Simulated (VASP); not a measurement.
# Na (Im-3m) in VASP: a series of runs, part 2 of 3

VASP 6.6.1.

**4. Electric field gradients, PBEsol (volume scaled by 0.96)**

INCAR reads:

```
SYSTEM = Na
PREC     = Accurate       ! precision mode
ENCUT    = 520            ! plane-wave cutoff, eV
EDIFF    = 1E-8           ! SCF threshold, eV
ISMEAR   = -1             ! smearing method
SIGMA    = 0.03           ! smearing width, eV
LREAL    = .False.        ! projectors in reciprocal space
LASPH    = .True.         ! aspherical terms in the spheres
NELM     = 60             ! most SCF steps
ALGO     = Normal         ! electronic algorithm
ISIF     = 2              ! what is computed and relaxed
LWAVE    = .False.        ! write WAVECAR
LCHARG   = .False.        ! write CHGCAR
GGA      = PS             ! functional
LEFG     = .True.       
NBANDS   = 10             ! bands
```

KPOINTS reads:

```
Automatic mesh
0
Gamma
  11 11 11
  0 0 0
```

POSCAR reads:

```
Na
1.0
   -2.0888816270      2.0888816270      2.0888816270
    2.0888816270     -2.0888816270      2.0888816270
    2.0888816270      2.0888816270     -2.0888816270
Na
1
Direct
    0.0000000000      0.0000000000      0.0000000000
```

Potentials or basis: VASP PAW PBE potentials, release 64 (Na_pv).

Run with:

```console
> cat potpaw_PBE.64/Na_pv/POTCAR > POTCAR
> mpirun -np 1 vasp_std > vasp.out
```

OUTCAR:

```text
SYSTEM = Na
   PREC = Accurate
   ENCUT = 520
   EDIFF = 1E-8
   ISMEAR = -1
   LREAL = .False.
   LASPH = .True.
   NELM = 60
   ISIF = 2
   GGA = PS

 ion  position               nearest neighbor table
   1  0.000  0.000  0.000-

  LATTYP: Found a body centered cubic cell.
 ALAT       =     4.1777632540

  Lattice vectors:

 A1 = (  -2.0888816270,   2.0888816270,   2.0888816270)
 A2 = (   2.0888816270,  -2.0888816270,   2.0888816270)
 A3 = (   2.0888816270,   2.0888816270,  -2.0888816270)

Analysis of symmetry for initial positions (statically):
=====================================================================
 Subroutine PRICEL returns:
 Original cell was already a primitive cell.

 Routine SETGRP: Setting up the symmetry group for a
 body centered cubic supercell.

 Subroutine GETGRP returns: Found 48 space group operations
 (whereof 48 operations were pure point group operations)
 out of a pool of 48 trial point group operations.

The static configuration has the point symmetry O_h .

Analysis of symmetry for dynamics (positions and initial velocities):
=====================================================================
 Subroutine PRICEL returns:
 Original cell was already a primitive cell.

 Routine SETGRP: Setting up the symmetry group for a
 body centered cubic supercell.

 Subroutine GETGRP returns: Found 48 space group operations
 (whereof 48 operations were pure point group operations)
 out of a pool of 48 trial point group operations.

The dynamic configuration has the point symmetry O_h .

 Subroutine INISYM returns: Found 48 space group operations
 (whereof 48 operations are pure point group operations),
 and found     1 'primitive' translations

----------------------------------------------------------------------------------------

                                     Primitive cell

  volume of cell :      36.4587

  direct lattice vectors                    reciprocal lattice vectors
    -2.088881627  2.088881627  2.088881627     0.000000000  0.239362534  0.239362534
     2.088881627 -2.088881627  2.088881627     0.239362534  0.000000000  0.239362534
     2.088881627  2.088881627 -2.088881627     0.239362534  0.239362534  0.000000000

  length of vectors
     3.618049109  3.618049109  3.618049109     0.338509742  0.338509742  0.338509742

  position of ions in fractional coordinates (direct lattice)
     0.000000000  0.000000000  0.000000000

  ion indices of the primitive-cell ions
   primitive index   ion index
                 1           1

----------------------------------------------------------------------------------------

 KPOINTS: Automatic mesh

Automatic generation of k-mesh.
 Grid dimensions read from file:
 generate k-points for:   11   11   11

 Generating k-lattice:

  Cartesian coordinates                     Fractional coordinates (reciprocal lattice)
     0.000000000  0.021760230  0.021760230     0.090909091  0.000000000  0.000000000
     0.021760230  0.000000000  0.021760230     0.000000000  0.090909091  0.000000000
[... 69 lines left out ...]
   NELECT =       7.0000    total number of electrons
   NUPDOWN=      -1.0000    fix difference up-down
   EMIN   =  10.00;   EMAX   =-10.00  energy-range for DOS
   EFERMI =   0.00;   METHOD = LEGACY
   ISMEAR =    -1;   SIGMA  =   0.03  broadening in eV -4-tet -1-fermi 0-gaus
   EFERMI_NEDOS =   21; number of points for ismear=-14 and -15
   IALGO  =     38    algorithm
   IMIX   =      4    mixing-type and parameters
     AMIX     =   0.40;   BMIX     =  1.00
     AMIX_MAG =   1.60;   BMIX_MAG =  1.00
  volume/ion in A,a.u.               =      36.46       246.04
  Fermi-wavevector in a.u.,A,eV,Ry     =   0.944439  1.784730 12.135908  0.891964
  Thomas-Fermi vector in A             =   2.072243
   LORBIT       =      0    0 simple, 1 ext, 2 COOP (PROOUT), +10 PAW based schemes
   GGA     = PS    functional components
   LHFCALC =     F    Hartree Fock is set to
   AEXX    =    0.0000 exact exchange contribution
   IVDW    =     0    specifies the selected vdW correction
   LEPSILON=     F    determine dielectric tensor
   LRPA    =     F    only Hartree local field effects (RPA)
 non-spin polarized calculation
  energy-cutoff  :      520.00
  volume of cell :       36.46
 maximum number of plane-waves:      1000
   NGX = 13   NGY = 13   NGZ = 13

 number of electron       6.9999998 magnetization

 Free energy of the ion-electron system (eV)
  ---------------------------------------------------
  ext. energy  EPLUGINS =         0.00000000
  ---------------------------------------------------
  free energy    TOTEN  =        -1.40275386 eV

  energy without entropy =       -1.40156534  energy(sigma->0) =       -1.40215960

 E-fermi :   0.3614     XC(G=0):  -6.5451

 val. band max:        0.3205140491   @ k =  -0.3636   0.4545   0.0909
 cond. band min:       0.4576081800   @ k =   0.1818   0.1818   0.1818
 fundamental gap:      0.1370941309
 Fermi energy:         0.3613945137

 k-point     1 :       0.0000    0.0000    0.0000
  band No.  band energies     occupation
      1     -24.4190      2.00000
      2     -24.4190      2.00000
      3     -24.4190      2.00000
      4      -2.9599      2.00000
      5      12.1939      0.00000
      6      12.1939      0.00000
      7      12.1939      0.00000
      8      13.2083      0.00000
      9      13.2083      0.00000
     10      13.7574      0.00000
[... 287 lines left out ...]
 k-point    24 :       0.3636    0.1818    0.0909
  band No.  band energies     occupation
      1     -24.4501      2.00000
      2     -24.4361      2.00000
      3     -24.4247      2.00000
      4       1.7233      0.00000
      5       2.2361      0.00000
      6       4.9950      0.00000
      7       6.8864      0.00000
      8      13.8097      0.00000
      9      15.2113      0.00000
     10      16.3312      0.00000

 [... further k-points ...]

------------------------ aborting loop because EDIFF is reached ----------------------------------------

  FORCE on cell =-STRESS in cart. coord.  units (eV):
  Direction    XX          YY          ZZ          XY          YZ          ZX
  --------------------------------------------------------------------------------------
  -------------------------------------------------------------------------------------
  Total       -0.0103016     -0.0103016     -0.0103016      0.0000000      0.0000000     -0.0000000
  in kB       -0.4527022     -0.4527022     -0.4527022      0.0000000      0.0000000     -0.0000000
  external PRESSURE =      -0.4527022 kB  Pullay stress =       0.0000000 kB

 VOLUME and BASIS-vectors are now :
 -----------------------------------------------------------------------------
  energy-cutoff  :      520.00
  volume of cell :       36.46
      direct lattice vectors                 reciprocal lattice vectors
    -2.088881627  2.088881627  2.088881627     0.000000000  0.239362534  0.239362534
     2.088881627 -2.088881627  2.088881627     0.239362534  0.000000000  0.239362534
     2.088881627  2.088881627 -2.088881627     0.239362534  0.239362534  0.000000000

 POSITION                                       TOTAL-FORCE (eV/Angst)
 -----------------------------------------------------------------------------------
      0.00000      0.00000      0.00000         0.000000      0.000000      0.000000
 -----------------------------------------------------------------------------------
    total drift:                               -0.000000     -0.000000     -0.000000

  FREE ENERGIE OF THE ION-ELECTRON SYSTEM (eV)
  ---------------------------------------------------
  free  energy   TOTEN  =        -1.4027538598 eV

  energy  without entropy=       -1.4015653388  energy(sigma->0) =       -1.40215960

 Electric field gradients (V/A^2)
---------------------------------------------------------------------
 ion       V_xx      V_yy      V_zz      V_xy      V_xz      V_yz
---------------------------------------------------------------------
   1      -0.000    -0.000    -0.000    -0.005    -0.005    -0.005
---------------------------------------------------------------------

 Electric field gradients after diagonalization (V/A^2)
 (convention: |V_zz| > |V_xx| > |V_yy|)
----------------------------------------------------------------------
 ion       V_xx      V_yy      V_zz     asymmetry (V_yy - V_xx)/ V_zz
----------------------------------------------------------------------
   1       0.005     0.005    -0.010       0.000
----------------------------------------------------------------------

           NMR quadrupolar parameters

 Cq : quadrupolar parameter    Cq=e*Q*V_zz/h
 eta: asymmetry parameters     (V_yy - V_xx)/ V_zz
 Q  : nuclear electric quadrupole moment in mb (millibarn)
----------------------------------------------------------------------
 ion       Cq(MHz)       eta       Q (mb)
----------------------------------------------------------------------
   1      -0.000       0.000       1.000
----------------------------------------------------------------------
```

It took 12 s on 1 thread of Intel Xeon 6975P-C, shared host; peak memory 0.15 GiB.

Results:

```yaml
Free_energy: -1.4028 eV
Pressure: 0.0 GPa
```

Caveat: without QUAD_EFG the Cq values of the log hold for a quadrupole moment of 1 mb, not for the nuclei; the PAW data sets were made with another functional, which shifts forces and pressure a little.

**5. Electric field gradients, PBEsol (volume scaled by 0.99)**

INCAR reads:

```
SYSTEM = Na
ALGO = Normal
EDIFF = 1E-8
ENCUT = 520
GGA = PS
ISIF = 2
ISMEAR = -1
LASPH = .True.
LCHARG = .False.
LEFG = .True.
LREAL = .False.
LWAVE = .False.
NBANDS = 10
NELM = 60
PREC = Accurate
SIGMA = 0.03
```

KPOINTS reads:

```
k-points
0
Gamma
  11 11 11
  0 0 0
```

POSCAR reads:

```
Na
1.0
   -2.1104180073      2.1104180073      2.1104180073
    2.1104180073     -2.1104180073      2.1104180073
    2.1104180073      2.1104180073     -2.1104180073
Na
1
Direct
    0.0000000000      0.0000000000      0.0000000000
```

Potentials or basis: VASP PAW PBE potentials, release 64 (Na_pv).

Run with:

```console
> cat potpaw_PBE.64/Na_pv/POTCAR > POTCAR
> mpirun -np 1 vasp_std > vasp.out
```

OUTCAR:

```text
SYSTEM = Na
   EDIFF = 1E-8
   ENCUT = 520
   GGA = PS
   ISIF = 2
   ISMEAR = -1
   LASPH = .True.
   LREAL = .False.
   NELM = 60
   PREC = Accurate

 ion  position               nearest neighbor table
   1  0.000  0.000  0.000-

  LATTYP: Found a body centered cubic cell.
 ALAT       =     4.2208360146

  Lattice vectors:

 A1 = (  -2.1104180073,   2.1104180073,   2.1104180073)
 A2 = (   2.1104180073,  -2.1104180073,   2.1104180073)
 A3 = (   2.1104180073,   2.1104180073,  -2.1104180073)

Analysis of symmetry for initial positions (statically):
=====================================================================
 Subroutine PRICEL returns:
 Original cell was already a primitive cell.

 Routine SETGRP: Setting up the symmetry group for a
 body centered cubic supercell.

 Subroutine GETGRP returns: Found 48 space group operations
 (whereof 48 operations were pure point group operations)
 out of a pool of 48 trial point group operations.

The static configuration has the point symmetry O_h .

Analysis of symmetry for dynamics (positions and initial velocities):
=====================================================================
 Subroutine PRICEL returns:
 Original cell was already a primitive cell.

 Routine SETGRP: Setting up the symmetry group for a
 body centered cubic supercell.

 Subroutine GETGRP returns: Found 48 space group operations
 (whereof 48 operations were pure point group operations)
 out of a pool of 48 trial point group operations.

The dynamic configuration has the point symmetry O_h .

 Subroutine INISYM returns: Found 48 space group operations
 (whereof 48 operations are pure point group operations),
 and found     1 'primitive' translations

----------------------------------------------------------------------------------------

                                     Primitive cell

  volume of cell :      37.5981

  direct lattice vectors                    reciprocal lattice vectors
    -2.110418007  2.110418007  2.110418007     0.000000000  0.236919889  0.236919889
     2.110418007 -2.110418007  2.110418007     0.236919889  0.000000000  0.236919889
     2.110418007  2.110418007 -2.110418007     0.236919889  0.236919889  0.000000000

  length of vectors
     3.655351214  3.655351214  3.655351214     0.335055320  0.335055320  0.335055320

  position of ions in fractional coordinates (direct lattice)
     0.000000000  0.000000000  0.000000000

  ion indices of the primitive-cell ions
   primitive index   ion index
                 1           1

----------------------------------------------------------------------------------------

 KPOINTS: k-points

Automatic generation of k-mesh.
 Grid dimensions read from file:
 generate k-points for:   11   11   11

 Generating k-lattice:

  Cartesian coordinates                     Fractional coordinates (reciprocal lattice)
     0.000000000  0.021538172  0.021538172     0.090909091  0.000000000  0.000000000
     0.021538172  0.000000000  0.021538172     0.000000000  0.090909091  0.000000000
[... 69 lines left out ...]
   NELECT =       7.0000    total number of electrons
   NUPDOWN=      -1.0000    fix difference up-down
   EMIN   =  10.00;   EMAX   =-10.00  energy-range for DOS
   EFERMI =   0.00;   METHOD = LEGACY
   ISMEAR =    -1;   SIGMA  =   0.03  broadening in eV -4-tet -1-fermi 0-gaus
   EFERMI_NEDOS =   21; number of points for ismear=-14 and -15
   IALGO  =     38    algorithm
   IMIX   =      4    mixing-type and parameters
     AMIX     =   0.40;   BMIX     =  1.00
     AMIX_MAG =   1.60;   BMIX_MAG =  1.00
  volume/ion in A,a.u.               =      37.60       253.72
  Fermi-wavevector in a.u.,A,eV,Ry     =   0.934801  1.766517 11.889483  0.873852
  Thomas-Fermi vector in A             =   2.061643
   LORBIT       =      0    0 simple, 1 ext, 2 COOP (PROOUT), +10 PAW based schemes
   GGA     = PS    functional components
   LHFCALC =     F    Hartree Fock is set to
   AEXX    =    0.0000 exact exchange contribution
   IVDW    =     0    specifies the selected vdW correction
   LEPSILON=     F    determine dielectric tensor
   LRPA    =     F    only Hartree local field effects (RPA)
 non-spin polarized calculation
  energy-cutoff  :      520.00
  volume of cell :       37.60
 maximum number of plane-waves:      1024
   NGX = 13   NGY = 13   NGZ = 13

 number of electron       7.0000010 magnetization

 Free energy of the ion-electron system (eV)
  ---------------------------------------------------
  ext. energy  EPLUGINS =         0.00000000
  ---------------------------------------------------
  free energy    TOTEN  =        -1.40164657 eV

  energy without entropy =       -1.40044933  energy(sigma->0) =       -1.40104795

 E-fermi :   0.2745     XC(G=0):  -6.4639

 val. band max:        0.2337408724   @ k =  -0.3636   0.4545   0.0909
 cond. band min:       0.3683871745   @ k =   0.1818   0.1818   0.1818
 fundamental gap:      0.1346463021
 Fermi energy:         0.2745262139

 k-point     1 :       0.0000    0.0000    0.0000
  band No.  band energies     occupation
      1     -24.5307      2.00000
      2     -24.5307      2.00000
      3     -24.5307      2.00000
      4      -2.9818      2.00000
      5      11.9069      0.00000
      6      11.9069      0.00000
      7      11.9069      0.00000
      8      12.9029      0.00000
      9      12.9029      0.00000
     10      13.4390      0.00000
[... 287 lines left out ...]
 k-point    24 :       0.3636    0.1818    0.0909
  band No.  band energies     occupation
      1     -24.5586      2.00000
      2     -24.5461      2.00000
      3     -24.5359      2.00000
      4       1.6182      0.00000
      5       2.1067      0.00000
      6       4.8224      0.00000
      7       6.6436      0.00000
      8      13.4728      0.00000
      9      14.8395      0.00000
     10      15.9573      0.00000

 [... further k-points ...]

------------------------ aborting loop because EDIFF is reached ----------------------------------------

  FORCE on cell =-STRESS in cart. coord.  units (eV):
  Direction    XX          YY          ZZ          XY          YZ          ZX
  --------------------------------------------------------------------------------------
  -------------------------------------------------------------------------------------
  Total       -0.0640149     -0.0640149     -0.0640149      0.0000000     -0.0000000      0.0000000
  in kB       -2.7278853     -2.7278853     -2.7278853      0.0000000     -0.0000000      0.0000000
  external PRESSURE =      -2.7278853 kB  Pullay stress =       0.0000000 kB

 VOLUME and BASIS-vectors are now :
 -----------------------------------------------------------------------------
  energy-cutoff  :      520.00
  volume of cell :       37.60
      direct lattice vectors                 reciprocal lattice vectors
    -2.110418007  2.110418007  2.110418007     0.000000000  0.236919889  0.236919889
     2.110418007 -2.110418007  2.110418007     0.236919889  0.000000000  0.236919889
     2.110418007  2.110418007 -2.110418007     0.236919889  0.236919889  0.000000000

 POSITION                                       TOTAL-FORCE (eV/Angst)
 -----------------------------------------------------------------------------------
      0.00000      0.00000      0.00000        -0.000000      0.000000      0.000000
 -----------------------------------------------------------------------------------
    total drift:                               -0.000000     -0.000000     -0.000000

  FREE ENERGIE OF THE ION-ELECTRON SYSTEM (eV)
  ---------------------------------------------------
  free  energy   TOTEN  =        -1.4016465687 eV

  energy  without entropy=       -1.4004493332  energy(sigma->0) =       -1.40104795

 Electric field gradients (V/A^2)
---------------------------------------------------------------------
 ion       V_xx      V_yy      V_zz      V_xy      V_xz      V_yz
---------------------------------------------------------------------
   1       0.000     0.000     0.000    -0.004    -0.004    -0.004
---------------------------------------------------------------------

 Electric field gradients after diagonalization (V/A^2)
 (convention: |V_zz| > |V_xx| > |V_yy|)
----------------------------------------------------------------------
 ion       V_xx      V_yy      V_zz     asymmetry (V_yy - V_xx)/ V_zz
----------------------------------------------------------------------
   1       0.004     0.004    -0.009       0.000
----------------------------------------------------------------------

           NMR quadrupolar parameters

 Cq : quadrupolar parameter    Cq=e*Q*V_zz/h
 eta: asymmetry parameters     (V_yy - V_xx)/ V_zz
 Q  : nuclear electric quadrupole moment in mb (millibarn)
----------------------------------------------------------------------
 ion       Cq(MHz)       eta       Q (mb)
----------------------------------------------------------------------
   1      -0.000       0.000       1.000
----------------------------------------------------------------------
```

OSZICAR:

```text
N       E                     dE             d eps       ncg     rms          rms(c)
DAV:   1     0.258628287747E+02    0.25863E+02   -0.37725E+03  1120   0.579E+02
DAV:   2    -0.834983788951E+00   -0.26698E+02   -0.26566E+02  1140   0.142E+02
DAV:   3    -0.139964323981E+01   -0.56466E+00   -0.56433E+00  1444   0.229E+01
DAV:   4    -0.140368361160E+01   -0.40404E-02   -0.40402E-02  1330   0.186E+00
DAV:   5    -0.140373961487E+01   -0.56003E-04   -0.56003E-04  1344   0.215E-01    0.235E-01
DAV:   6    -0.140213296381E+01    0.16067E-02   -0.27787E-03  1294   0.768E-01    0.142E-01
DAV:   7    -0.140169915165E+01    0.43381E-03   -0.24853E-03  1268   0.649E-01    0.456E-02
DAV:   8    -0.140164621887E+01    0.52933E-04   -0.19806E-04  1298   0.244E-01    0.206E-03
DAV:   9    -0.140164649428E+01   -0.27540E-06   -0.79081E-07  1338   0.952E-03    0.114E-03
DAV:  10    -0.140164656566E+01   -0.71382E-07   -0.39276E-08  1268   0.138E-03    0.111E-04
DAV:  11    -0.140164656872E+01   -0.30559E-08   -0.85842E-10   788   0.332E-04
   1 F= -.14016466E+01 E0= -.14010480E+01  d E =-.119724E-02
```

It took 13 s on 1 thread of Intel Xeon 6975P-C, shared host; peak memory 0.15 GiB.

Results:

| Property | Result |
| --- | --- |
| Free energy | -1.4016 eV |
| Pressure | -0.3 GPa |

Caveat: without QUAD_EFG the Cq values of the log hold for a quadrupole moment of 1 mb, not for the nuclei; the PAW data sets were made with another functional, which shifts forces and pressure a little.

(Part 2 of 3 ends here.)
